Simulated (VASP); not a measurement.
InP:

```
In P
1.0
     0.00000    2.95379    2.95379
     2.95379    0.00000    2.95379
     2.95379    2.95379    0.00000
In P
1 1
Cartesian
  0.0000 0.0000 0.0000
  1.4769 1.4769 1.4769
```

Base run:

- Program: VASP 6.6.1
- Functional: r2SCAN
- Potentials or basis: VASP PAW PBE potentials, release 64 (In_d, P)
- Cutoff: 520 eV
- k mesh: 6 × 6 × 6
- Occupations: gaussian, width 0.01 eV
- Spin: no spin polarisation

Its results: band gap on the k mesh 1.03 eV, direct; pressure -0.1 GPa.

**Question.** The run is repeated on the same cell with these changes: functional from r2SCAN to PBE. What comes out?

**Answer.** Band gap on the k mesh 0.58 eV, direct; pressure 1.6 GPa.

r2SCAN gives the wider gap, since meta-GGAs in the generalised Kohn-Sham scheme recover part of the derivative discontinuity.

Caveats: spin-orbit coupling is left out, which moves the levels of the heavy elements; the PAW data sets were made with another functional, which shifts forces and pressure a little (some runs).

